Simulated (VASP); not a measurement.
# P in VASP: a series of runs, part 2 of 2

VASP 6.6.1. Earlier steps stand in the parts before.

### Step 3. Single point, PBE

This run uses another cell than the first one, of 133.44 Å³/atom, 0.967 times its volume.

Contents of INCAR:

```
  PREC = Accurate
  ENCUT = 520
  EDIFF = 1E-6
  ISMEAR = 0
  SIGMA = 0.02
  LREAL = False
  LASPH = True
  NELM = 100
  ALGO = Normal
  ISIF = 2
  LWAVE = False
  LCHARG = False
  GGA = PE
  NBANDS = 18
```

Contents of KPOINTS:

```
Automatic mesh
0
Gamma
  8 1 6
```

Contents of POSCAR:

```
P
1.0
    3.3031195579      0.0000000000      0.0000000000
    0.0000000000     34.8629654825      0.0000000000
    0.0000000000      0.0000000000      4.6349694063
P
4
Direct
    0.0000000000      0.9698087035      0.5891473190
    0.0000000000      0.0301912965      0.4108526810
    0.5000000000      0.0301912965      0.0891473190
    0.5000000000      0.9698087035      0.9108526810
```

Potentials or basis: VASP PAW PBE potentials, release 64 (P).

Command:

```
cat potpaw_PBE.64/P/POTCAR > POTCAR
mpirun -np 1 vasp_std > vasp.out
```

OUTCAR:

```text
PREC = Accurate
   ENCUT = 520
   EDIFF = 1E-6
   ISMEAR = 0
   LREAL = False
   LASPH = True
   NELM = 100
   ISIF = 2
   GGA = PE

 ion  position               nearest neighbor table
   1  0.000  0.970  0.589-   4 2.23   4 2.23   2 2.26
   2  0.000  0.030  0.411-   3 2.23   3 2.23   1 2.26
   3  0.500  0.030  0.089-   2 2.23   2 2.23   4 2.26
   4  0.500  0.970  0.911-   1 2.23   1 2.23   3 2.26

  LATTYP: Found a simple orthorhombic cell.
 ALAT       =     3.3031195579
[... 615 lines left out ...]
  Direction    XX          YY          ZZ          XY          YZ          ZX
  --------------------------------------------------------------------------------------
  -------------------------------------------------------------------------------------
  Total       -0.1712683     -0.1611580     -0.2222213      0.0000000      0.0000000      0.0000000
  in kB       -0.5141052     -0.4837568     -0.6670535      0.0000000      0.0000000      0.0000000
  external PRESSURE =      -0.5549718 kB  Pullay stress =       0.0000000 kB

 VOLUME and BASIS-vectors are now :
 -----------------------------------------------------------------------------
  energy-cutoff  :      520.00
  volume of cell :      533.75
      direct lattice vectors                 reciprocal lattice vectors
     3.303119558  0.000000000  0.000000000     0.302744113  0.000000000  0.000000000
     0.000000000 34.862965483  0.000000000     0.000000000  0.028683733  0.000000000
     0.000000000  0.000000000  4.634969406     0.000000000  0.000000000  0.215751154

 POSITION                                       TOTAL-FORCE (eV/Angst)
 -----------------------------------------------------------------------------------
      0.00000     33.81041      2.73068        -0.000000      0.035030      0.035663
      0.00000      1.05256      1.90429         0.000000     -0.035030     -0.035663
      1.65156      1.05256      0.41320         0.000000     -0.035030      0.035663
      1.65156     33.81041      4.22177        -0.000000      0.035030     -0.035663
 -----------------------------------------------------------------------------------
    total drift:                               -0.000000      0.000000      0.000000

  FREE ENERGIE OF THE ION-ELECTRON SYSTEM (eV)
  ---------------------------------------------------
  free  energy   TOTEN  =       -21.4683302581 eV

  energy  without entropy=      -21.4683302581  energy(sigma->0) =      -21.46833026
```

OSZICAR:

```text
N       E                     dE             d eps       ncg     rms          rms(c)
DAV:   1     0.136480596747E+03    0.13648E+03   -0.55182E+03   720   0.721E+02
DAV:   2    -0.368197660807E+01   -0.14016E+03   -0.13063E+03  1230   0.130E+02
DAV:   3    -0.212802363086E+02   -0.17598E+02   -0.17523E+02   978   0.558E+01
DAV:   4    -0.216506296461E+02   -0.37039E+00   -0.36930E+00  1014   0.105E+01
[... 12 lines left out ...]
DAV:  17    -0.214682922981E+02   -0.26801E-04   -0.44018E-07   780   0.274E-03    0.183E-03
DAV:  18    -0.214683208967E+02   -0.28599E-04   -0.89522E-07   700   0.275E-03    0.207E-03
DAV:  19    -0.214683227766E+02   -0.18799E-05   -0.25584E-08   782   0.662E-04    0.116E-03
DAV:  20    -0.214683301227E+02   -0.73461E-05   -0.28719E-07   662   0.145E-03    0.186E-03
DAV:  21    -0.214683302581E+02   -0.13548E-06   -0.76071E-09   740   0.419E-04
   1 F= -.21468330E+02 E0= -.21468330E+02  d E =-.237981E-15
```

stdout:

```text
POSCAR found type information on POSCAR P
 POSCAR found :  1 types and       4 ions
 scaLAPACK will be used
 LDA part: xc-table for (Slater+PW92), standard interpolation
 POSCAR, INCAR and KPOINTS ok, starting setup
 FFT: planning ... GRIDC
 FFT: planning ... GRID_SOFT
 FFT: planning ... GRID
 WAVECAR not read
 entering main loop
```

It took 2.8 min on 1 thread of Intel Xeon 6975P-C (Granite Rapids), shared host; peak memory 0.63 GiB.

What came out:

| Item | Value |
| --- | --- |
| Free energy | -21.4683 eV |
| Largest force | 0.050 eV/Å |
| Band gap on the k mesh | 0.93 eV, direct |

Forces on the atoms (eV/Å):
```
P    0.000  0.035  0.036
P    0.000 -0.035 -0.036
P    0.000 -0.035  0.036
P    0.000  0.035 -0.036
```

### Step 4. Relaxation of cell and atoms, PBE

This run uses another cell than the first one, of 132.55 Å³/atom, 0.960 times its volume.

Contents of INCAR:

```
PREC = Accurate
ENCUT = 600
EDIFF = 1E-6
ISMEAR = 0
SIGMA = 0.02
LREAL = False
LASPH = True
NELM = 100
ALGO = Normal
ISIF = 3
LWAVE = False
LCHARG = False
GGA = PE
IBRION = 2
NSW = 100
EDIFFG = -0.005
```

Contents of KPOINTS:

```
regular mesh
0
Gamma
  8 1 6
```

Contents of POSCAR:

```
P
1.0
    3.2837277200      0.0000000000      0.0000000000
    0.0000000000     34.8570309900      0.0000000000
    0.0000000000      0.0000000000      4.6320847100
P
4
Direct
    0.0000000000      0.9702614300      0.5921507200
    0.0000000000      0.0297385700      0.4078492800
    0.5000000000      0.0297385700      0.0921507200
    0.5000000000      0.9702614300      0.9078492800
```

Command:

```
cat potpaw_PBE.64/P/POTCAR > POTCAR
mpirun -np 1 vasp_std > vasp.out
```

Wall time 13 min (1 thread of Intel Xeon 6975P-C (Granite Rapids), shared host); peak memory 0.76 GiB.

It converged, with:

```
Free energy                            : -21.4692 eV
Relaxed cell                           : a = 3.300 Å, b = 35.096 Å, c = 4.622 Å, α = 90.00°, β = 90.00°, γ = 90.00°
Space group after relaxing (to 0.05 Å) : Pmna (No. 53)
Energy gained by relaxing              : 3.2 meV/atom
Ionic steps                            : 12
Band gap on the k mesh                 : 0.93 eV, direct
```

Forces on the atoms (eV/Å):
```
P    0.000  0.000 -0.002
P    0.000  0.000  0.002
P    0.000  0.000 -0.002
P    0.000  0.000  0.002
```

Step by step:
| step | energy change (eV) | largest force (eV/Å) | pressure (GPa) | volume (Å³) |
| --- | --- | --- | --- | --- |
| 1 | 0.0000 | 0.3082 | 0.25 | 530.19 |
| 2 | -0.0036 | 0.1981 | -0.22 | 546.34 |
| 3 | -0.0118 | 0.0341 | -0.01 | 538.89 |
| 4 | -0.0122 | 0.0286 | -0.01 | 538.44 |
| 5 | -0.0122 | 0.0310 | -0.01 | 538.40 |
| 6 | -0.0124 | 0.0143 | 0.00 | 537.55 |
| 7 | -0.0125 | 0.0145 | 0.01 | 536.17 |
| 8 | -0.0127 | 0.0101 | 0.01 | 535.92 |
| 9 | -0.0128 | 0.0054 | 0.00 | 535.56 |
| 10 | -0.0128 | 0.0055 | 0.00 | 535.54 |
| 11 | -0.0128 | 0.0054 | 0.00 | 535.51 |
| 12 | -0.0128 | 0.0022 | 0.00 | 535.38 |

Final structure:
```
P
1.0
     3.30043    0.00000    0.00000
     0.00000   35.09613    0.00000
     0.00000    0.00000    4.62203
P
4
Direct
  0.00000 0.97006 0.58916
  0.00000 0.02994 0.41084
  0.50000 0.02994 0.08916
  0.50000 0.97006 0.91084
```

Levels at points of the mesh, in eV from the valence-band top:
```
           k point  band 7  band 8  band 9  band 10  band 11  band 12  band 13  band 14
(0.00, 0.00, 0.00)   -3.31   -1.73   -1.64     0.00     0.93     1.65     2.69     3.31
(0.50, 0.00, 0.00)   -2.70   -2.70   -1.94    -1.94     1.25     1.25     2.20     2.20
(0.00, 0.00, 0.50)   -2.52   -2.52   -1.27    -1.27     2.11     2.11     3.66     3.66
(0.50, 0.00, 0.50)   -4.56   -4.56   -1.10    -1.10     2.41     2.41     3.83     3.83
```

### Step 5. Overview

| task | cell | cutoff (eV) | gap on the mesh (eV) | largest force (eV/Å) |
| --- | --- | --- | --- | --- |
| single point | a = 3.402, b = 35.909, c = 4.520 Å, 4 atoms | 520 | 0.99 | 0.05 |
| single point | a = 3.303, b = 34.863, c = 4.635 Å, 4 atoms | 520 | 0.93 | 0.05 |
| relaxation of cell and atoms | relaxed from a = 3.284, b = 34.857, c = 4.632 Å, 4 atoms | 600 | 0.93 | - |

Alike in all rows: level PBE; potentials or basis VASP PAW PBE potentials, release 64 (P); no spin polarisation; k mesh 8 × 1 × 6; smearing gaussian 0.02 eV.

Absolute energies hang on the potentials; compare differences alone.
